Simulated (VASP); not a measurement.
# Al3C (I4/mmm) in VASP: relaxation of cell and atoms with PBE

Aim: the relaxation of cell and atoms of Al3C with PBE.

All numbers are computed with VASP 6.6.1; they aren't measurements. Logs are shortened: lines on timing, memory, paths and dates and some standing lists are left out, and cuts for length are marked.

### Step 1. The cell of the first run

The structure is tetragonal, space group I4/mmm (No. 139). Conventional cell: a = 3.618 Å, b = 3.618 Å, c = 8.082 Å, α = 90.00°, β = 90.00°, γ = 90.00°. Al (site symmetry 4/mmm) has 4 C at 2.56 Å and 8 Al at 2.71 Å within 3.4 Å. Within 3.4 Å of Al (site symmetry -4m2) lie 8 Al at 2.56 to 2.71 Å and 4 C at 2.71 Å. C (site symmetry 4/mmm) has 12 Al at 2.56 to 2.71 Å within 3.4 Å.

### Step 2. Relaxation of cell and atoms, PBE

INCAR

```
SYSTEM = Al3C
PREC = Accurate
ENCUT = 600
EDIFF = 1E-7
ISMEAR = 0
SIGMA = 0.1
LREAL = .False.
LASPH = .True.
NELM = 100
ALGO = Normal
ISIF = 3
LWAVE = .False.
LCHARG = .False.
GGA = PE
IBRION = 2
NSW = 100
EDIFFG = -0.01
LUSENCCL = .False.
```

KPOINTS

```
regular mesh
0
Gamma
  18 18 18
  0 0 0
```

POSCAR

```
Al3C
1.0
   -1.8090240321      1.8090240321      4.0409367990
    1.8090240321     -1.8090240321      4.0409367990
    1.8090240321      1.8090240321     -4.0409367990
Al C
3 1
Direct
    0.5000000000      0.5000000000      0.0000000000
    0.2500000000      0.7500000000      0.5000000000
    0.7500000000      0.2500000000      0.5000000000
    0.0000000000      0.0000000000      0.0000000000
```

Potentials or basis: VASP PAW PBE potentials, release 64 (Al, C).

On the command line:

```
$ cat potpaw_PBE.64/Al/POTCAR potpaw_PBE.64/C/POTCAR > POTCAR
$ mpirun -np 1 vasp_std > vasp.out
```

OUTCAR:

```text
SYSTEM = Al3C
   PREC = Accurate
   ENCUT = 600
   EDIFF = 1E-7
   ISMEAR = 0
   LREAL = .False.
   LASPH = .True.
   NELM = 100
   ISIF = 3
   GGA = PE
   IBRION = 2
   NSW = 100
   EDIFFG = -0.01

 ion  position               nearest neighbor table
   1  0.500  0.500  0.000-   4 2.56   4 2.56   4 2.56   4 2.56   3 2.71   2 2.71   3 2.71   3 2.71
                             2 2.71   2 2.71   3 2.71   2 2.71
   2  0.250  0.750  0.500-   3 2.56   3 2.56   3 2.56   3 2.56   4 2.71   1 2.71   4 2.71   1 2.71
                             4 2.71   4 2.71   1 2.71   1 2.71
   3  0.750  0.250  0.500-   2 2.56   2 2.56   2 2.56   2 2.56   4 2.71   1 2.71   4 2.71   4 2.71
                             1 2.71   1 2.71   4 2.71   1 2.71
   4  0.000  0.000  0.000-   1 2.56   1 2.56   1 2.56   1 2.56   3 2.71   2 2.71   3 2.71   2 2.71
                             3 2.71   3 2.71   2 2.71   2 2.71

  LATTYP: Found a body centered tetragonal cell.
 ALAT       =     3.6180480642
 C/A-ratio  =     2.2337662338

  Lattice vectors:

 A1 = (  -1.8090240321,   1.8090240321,   4.0409367990)
 A2 = (   1.8090240321,  -1.8090240321,   4.0409367990)
 A3 = (   1.8090240321,   1.8090240321,  -4.0409367990)

Analysis of symmetry for initial positions (statically):
=====================================================================
 Subroutine PRICEL returns:
 Original cell was already a primitive cell.

 Routine SETGRP: Setting up the symmetry group for a
 body centered tetragonal supercell.

 Subroutine GETGRP returns: Found 16 space group operations
 (whereof 16 operations were pure point group operations)
 out of a pool of 16 trial point group operations.

The static configuration has the point symmetry D_4h.

Analysis of symmetry for dynamics (positions and initial velocities):
=====================================================================
 Subroutine PRICEL returns:
 Original cell was already a primitive cell.

 Routine SETGRP: Setting up the symmetry group for a
 body centered tetragonal supercell.

 Subroutine GETGRP returns: Found 16 space group operations
 (whereof 16 operations were pure point group operations)
 out of a pool of 16 trial point group operations.

The dynamic configuration has the point symmetry D_4h.

 Subroutine INISYM returns: Found 16 space group operations
 (whereof 16 operations are pure point group operations),
 and found     1 'primitive' translations

----------------------------------------------------------------------------------------

                                     Primitive cell

  volume of cell :      52.8970

  direct lattice vectors                    reciprocal lattice vectors
    -1.809024032  1.809024032  4.040936799     0.000000000  0.276392127  0.123733685
     1.809024032 -1.809024032  4.040936799     0.276392127  0.000000000  0.123733685
     1.809024032  1.809024032 -4.040936799     0.276392127  0.276392127  0.000000000

  length of vectors
     4.782709077  4.782709077  4.782709077     0.302824425  0.302824425  0.390877495

  position of ions in fractional coordinates (direct lattice)
     0.500000000  0.500000000  0.000000000
     0.250000000  0.750000000  0.500000000
     0.750000000  0.250000000  0.500000000
     0.000000000  0.000000000  0.000000000

  ion indices of the primitive-cell ions
   primitive index   ion index
                 1           1
                 2           2
                 3           3
                 4           4

----------------------------------------------------------------------------------------

 KPOINTS: regular mesh

Automatic generation of k-mesh.
 Grid dimensions read from file:
 generate k-points for:   18   18   18

 Generating k-lattice:

  Cartesian coordinates                     Fractional coordinates (reciprocal lattice)
     0.000000000  0.015355118  0.006874094     0.055555556  0.000000000 -0.000000000
     0.015355118  0.000000000  0.006874094     0.000000000  0.055555556 -0.000000000
     0.015355118  0.015355118  0.000000000     0.000000000  0.000000000  0.055555556

  Length of vectors
     0.016823579  0.016823579  0.021715416

  Shift w.r.t. Gamma in fractional coordinates (k-lattice)
     0.000000000  0.000000000  0.000000000

 Subroutine IBZKPT returns following result:
 ===========================================

 Found    480 irreducible k-points:

 Following reciprocal coordinates:
            Coordinates               Weight
  0.000000  0.000000  0.000000      1.000000
  0.055556  0.000000  0.000000      8.000000
  0.111111  0.000000  0.000000      8.000000
  0.166667  0.000000  0.000000      8.000000
  0.222222  0.000000  0.000000      8.000000
  0.277778  0.000000  0.000000      8.000000
[... 16 lines left out ...]
 -0.277778  0.055556  0.000000     16.000000
 -0.222222  0.055556  0.000000     16.000000
 [... further k-points ...]
   k-points           NKPTS =    480   k-points in BZ     NKDIM =    480   number of bands    NBANDS=     10
   number of dos      NEDOS =    301   number of ions     NIONS =      4
   total plane-waves  NPLWV =  64000
   dimension x,y,z NGX =    40 NGY =   40 NGZ =   40
   dimension x,y,z NGXF=    80 NGYF=   80 NGZF=   80
   ions per type =               3   1
   NGX,Y,Z   is equivalent  to a cutoff of  13.90, 13.90, 13.90 a.u.
   NGXF,Y,Z  is equivalent  to a cutoff of  27.81, 27.81, 27.81 a.u.
 SYSTEM =  Al3C
   PREC   = accura    normal or accurate (medium, high low for compatibility)
   ISTART =      0    job   : 0-new  1-cont  2-samecut
   ICHARG =      2    charge: 1-file 2-atom 10-const
   ISPIN  =      1    spin polarized calculation?
   LNONCOLLINEAR =      F non collinear calculations
   LSORBIT =      F    spin-orbit coupling
   LASPH  =      T    aspherical Exc in radial PAW
   ENCUT  =  600.0 eV  44.10 Ry    6.64 a.u.   9.55  9.55  9.55*2*pi/ulx,y,z
   NELM   =    100;   NELMIN=  2; NELMDL= -5     # of ELM steps
   EDIFF  = 0.1E-06   stopping-criterion for ELM
   LREAL  =      F    real-space projection
   EDIFFG = -.1E-01   stopping-criterion for IOM
   NSW    =    100    number of steps for IOM
   IBRION =      2    ionic relax: 0-MD 1-quasi-New 2-CG
   NFREE  =      1    steps in history (QN), initial steepest desc. (CG)
   ISIF   =      3    stress and relaxation
   ISYM   =      2    0-nonsym 1-usesym 2-fastsym
   POTIM  = 0.5000    time-step for ionic-motion
   TEBEG  =    0.0;   TEEND  =   0.0 temperature during run
   PSTRESS=    0.0 pullay stress
   NELECT =      13.0000    total number of electrons
   NUPDOWN=      -1.0000    fix difference up-down
   EMIN   =  10.00;   EMAX   =-10.00  energy-range for DOS
   EFERMI =   0.00;   METHOD = LEGACY
   ISMEAR =     0;   SIGMA  =   0.10  broadening in eV -4-tet -1-fermi 0-gaus
   EFERMI_NEDOS =   21; number of points for ismear=-14 and -15
   IALGO  =     38    algorithm
   IMIX   =      4    mixing-type and parameters
     AMIX     =   0.40;   BMIX     =  1.00
     AMIX_MAG =   1.60;   BMIX_MAG =  1.00
  volume/ion in A,a.u.               =      13.22        89.24
  Fermi-wavevector in a.u.,A,eV,Ry     =   1.025445  1.937810 14.307036  1.051537
  Thomas-Fermi vector in A             =   2.159286
   LORBIT       =      0    0 simple, 1 ext, 2 COOP (PROOUT), +10 PAW based schemes
   GGA     = PE    functional components
   LHFCALC =     F    Hartree Fock is set to
   AEXX    =    0.0000 exact exchange contribution
   IVDW    =     0    specifies the selected vdW correction
   LEPSILON=     F    determine dielectric tensor
   LRPA    =     F    only Hartree local field effects (RPA)
 conjugate gradient relaxation of ions
 non-spin polarized calculation
 Gauss-broadening in eV      SIGMA  =   0.10
  energy-cutoff  :      600.00
  volume of cell :       52.90
 maximum number of plane-waves:      1784
 NGX is ok and might be reduce to    40
   NGX = 19   NGY = 19   NGZ = 19

--------------------------------------- Ionic step        1  -------------------------------------------

 number of electron      13.0000000 magnetization

 Free energy of the ion-electron system (eV)
  ---------------------------------------------------
  ext. energy  EPLUGINS =         0.00000000
  ---------------------------------------------------
  free energy    TOTEN  =       -16.58172257 eV

  energy without entropy =      -16.57409797  energy(sigma->0) =      -16.57791027

------------------------ aborting loop because EDIFF is reached ----------------------------------------

  FORCE on cell =-STRESS in cart. coord.  units (eV):
  Direction    XX          YY          ZZ          XY          YZ          ZX
  --------------------------------------------------------------------------------------
  -------------------------------------------------------------------------------------
  Total        0.5627529      0.5627529      0.8156865      0.0000000      0.0000000     -0.0000000
  in kB       17.0450248     17.0450248     24.7060400      0.0000000      0.0000000     -0.0000000
  external PRESSURE =      19.5986965 kB  Pullay stress =       0.0000000 kB
[... 175 lines left out ...]
  energy  without entropy=      -16.5818792556  energy(sigma->0) =      -16.58573298

--------------------------------------- Ionic step        6  -------------------------------------------

 number of electron      13.0000000 magnetization

 Free energy of the ion-electron system (eV)
  ---------------------------------------------------
  ext. energy  EPLUGINS =         0.00000000
  ---------------------------------------------------
  free energy    TOTEN  =       -16.59006036 eV

  energy without entropy =      -16.58282570  energy(sigma->0) =      -16.58644303

 E-fermi :   8.3885     XC(G=0): -10.6996

 val. band max:        8.3842156168   @ k =   0.4444   0.1667   0.0556
 cond. band min:       8.3902396678   @ k =  -0.1111   0.4444   0.1111
 fundamental gap:      0.0060240510
 Fermi energy:         8.3885258588

 k-point     1 :       0.0000    0.0000    0.0000
  band No.  band energies     occupation
      1      -4.6478      2.00000
      2       2.3226      2.00000
      3       3.6358      2.00000
      4       6.2877      2.00000
      5       6.2877      2.00000
      6       8.0918      1.99997
      7       8.2990      1.79470
      8       8.3682      1.22593
      9       8.3682      1.22593
     10      10.5771      0.00000
[... 287 lines left out ...]
 k-point    24 :      -0.2222    0.0556    0.0000
  band No.  band energies     occupation
      1      -4.0883      2.00000
      2       1.6759      2.00000
      3       3.7505      2.00000
      4       4.6893      2.00000
      5       5.6547      2.00000
      6       6.3606      2.00000
      7       8.4672      0.26593
      8       9.5472      0.00000
      9      10.8980      0.00000
     10      11.4525      0.00000

 [... further k-points ...]

------------------------ aborting loop because EDIFF is reached ----------------------------------------

  FORCE on cell =-STRESS in cart. coord.  units (eV):
  Direction    XX          YY          ZZ          XY          YZ          ZX
  --------------------------------------------------------------------------------------
  -------------------------------------------------------------------------------------
  Total        0.0158342      0.0158342     -0.0146907      0.0000000      0.0000000      0.0000000
  in kB        0.4704707      0.4704707     -0.4364954      0.0000000      0.0000000      0.0000000
  external PRESSURE =       0.1681487 kB  Pullay stress =       0.0000000 kB
[... 19 lines left out ...]
  FREE ENERGIE OF THE ION-ELECTRON SYSTEM (eV)
  ---------------------------------------------------
  free  energy   TOTEN  =       -16.5900603592 eV

  energy  without entropy=      -16.5828257013  energy(sigma->0) =      -16.58644303

 reached required accuracy - stopping structural energy minimisation
```

Wall time 33 min (1 × NVIDIA H100 80GB with 1 thread of AMD EPYC 7R13 (Zen 3), shared host); peak memory 1.5 GiB.

Results:

```
Free energy                           : -16.5901 eV
Relaxed volume                        : 13.48 Å³/atom
Relaxed cell                          : a = 4.859 Å, b = 4.859 Å, c = 4.859 Å, α = 136.37°, β = 136.37°, γ = 63.41°
Space group after relaxing (to 0.1 Å) : I4/mmm (No. 139)
Energy gained by relaxing             : 2.1 meV/atom
Ionic steps                           : 6
Pressure after relaxing               : 0.0 GPa
Band gap on the k mesh                : zero (an odd number of electrons rules out a gap without spin polarisation)
```

The path:
| step | energy change (eV) | largest force (eV/Å) | pressure (GPa) | volume (Å³) |
| --- | --- | --- | --- | --- |
| 1 | 0.0000 | 0.0000 | 1.96 | 52.90 |
| 2 | -0.0069 | 0.0000 | -0.26 | 54.14 |
| 3 | -0.0069 | 0.0000 | -0.04 | 54.02 |
| 4 | -0.0072 | 0.0000 | -0.04 | 54.01 |
| 5 | -0.0079 | 0.0000 | -0.03 | 53.98 |
| 6 | -0.0083 | 0.0000 | 0.02 | 53.92 |

Final structure:
```cif
data_structure
_symmetry_space_group_name_H-M 'P 1'
_symmetry_Int_Tables_number 1
_cell_length_a 4.8593
_cell_length_b 4.8593
_cell_length_c 4.8593
_cell_angle_alpha 136.370
_cell_angle_beta 136.370
_cell_angle_gamma 63.409
_cell_volume 53.92
loop_
_atom_site_label
_atom_site_type_symbol
_atom_site_fract_x
_atom_site_fract_y
_atom_site_fract_z
_atom_site_occupancy
Al1 Al 0.50000 0.50000 0.00000 1
Al2 Al 0.25000 0.75000 0.50000 1
Al3 Al 0.75000 0.25000 0.50000 1
C1 C 0.00000 0.00000 0.00000 1
```

Levels at points of the mesh, in eV from the Fermi level:
| k point | band 2 | band 3 | band 4 | band 5 | band 6 | band 7 | band 8 | band 9 | band 10 |
| --- | --- | --- | --- | --- | --- | --- | --- | --- | --- |
| (0.00, 0.00, 0.00) | -6.07 | -4.75 | -2.10 | -2.10 | -0.30 | -0.09 | -0.02 | -0.02 | 2.19 |
| (0.50, 0.00, 0.00) | -8.87 | -5.87 | -5.10 | -1.50 | 0.23 | 0.42 | 1.31 | 2.62 | 3.26 |
| (0.50, 0.50, 0.00) | -6.75 | -5.55 | -5.31 | -5.26 | -3.94 | -0.87 | 0.82 | 1.05 | 1.67 |
| (0.50, 0.50, 0.50) | -10.08 | -3.29 | -3.08 | -3.08 | 0.71 | 1.21 | 2.73 | 2.73 | 4.47 |
